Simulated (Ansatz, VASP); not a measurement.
## BiTe: VASP beside Ansatz

INCAR

```
SYSTEM = BiTe
ALGO = Normal
EDIFF = 1E-7
ENCUT = 520
GGA = PE
ISIF = 2
ISMEAR = 0
LASPH = .True.
LCHARG = .True.
LELF = .True.
LREAL = .False.
LVHAR = .True.
LWAVE = .False.
NBANDS = 29
NELM = 60
PREC = Accurate
SIGMA = 0.1
```

File KPOINTS:

```
k-points
0
Gamma
  12 12 8
  0 0 0
```

POSCAR

```
BiTe
1.0
    3.2511941624      3.2511941624      0.0000000000
   -3.2511941624      3.2511941624      0.0000000000
    0.0000000000      0.0000000000      6.7949957993
Bi Te
2 2
Direct
    0.0000000000      0.0000000000      0.0000000000
    0.5000000000      0.5000000000      0.5000000000
    0.5000000000      0.5000000000      0.0000000000
    0.0000000000      0.0000000000      0.5000000000
```

Input for Ansatz:

```yaml
crystal:
  lattice:
    - [3.2511941624, 3.2511941624, 0.0]
    - [-3.2511941624, 3.2511941624, 0.0]
    - [0.0, 0.0, 6.7949957993]
  atoms:
    - { symbol: Bi, position: [0.0, 0.0, 0.0] }
    - { symbol: Bi, position: [0.5, 0.5, 0.5] }
    - { symbol: Te, position: [0.5, 0.5, 0.0] }
    - { symbol: Te, position: [0.0, 0.0, 0.5] }
basis:
  ecutwfc: 420
kpoints:
  mp_grid: { grid: [12, 12, 8] }
hamiltonian:
  xc: pbe
scf:
  occupations: { method: gaussian, width: 0.1 }
output:
  forces: true
  stress: true
  eigenvalues: true
```

Change from the starting cell: strain along c alone, the other axes held, atoms relaxed: +4.5 %.

Alike in both runs: task single point; functional PBE; k mesh 12 × 12 × 8; occupations gaussian, width 0.1 eV; no spin polarisation.

|  | VASP | Ansatz |
| --- | --- | --- |
| version | VASP 6.6.1 | Ansatz 0.2.0 |
| potentials or method | VASP PAW PBE potentials, release 64 (Bi_d, Te), cutoff 520 eV | scalar-relativistic, plane waves, PAW |
| valence electrons in the cell | 42 | 62 |

```csv
,VASP,Ansatz,Ansatz less VASP
gap on the k mesh at the Fermi level (eV),none,none,-
pressure (GPa),-1.7,-1.7,+0.05
"traceless stress, the component that is largest in VASP (GPa)",-2.11,-2.11,-0.005
```

A gap of «none» marks a metal or a gap that the smearing closes. The functional is the same, so the differences come from potentials, cutoffs and numerics. VASP's potentials hold 42 valence electrons a cell and Ansatz's 62, so a difference there can come from the potentials and not from the codes.

Neither program's run includes spin-orbit coupling.
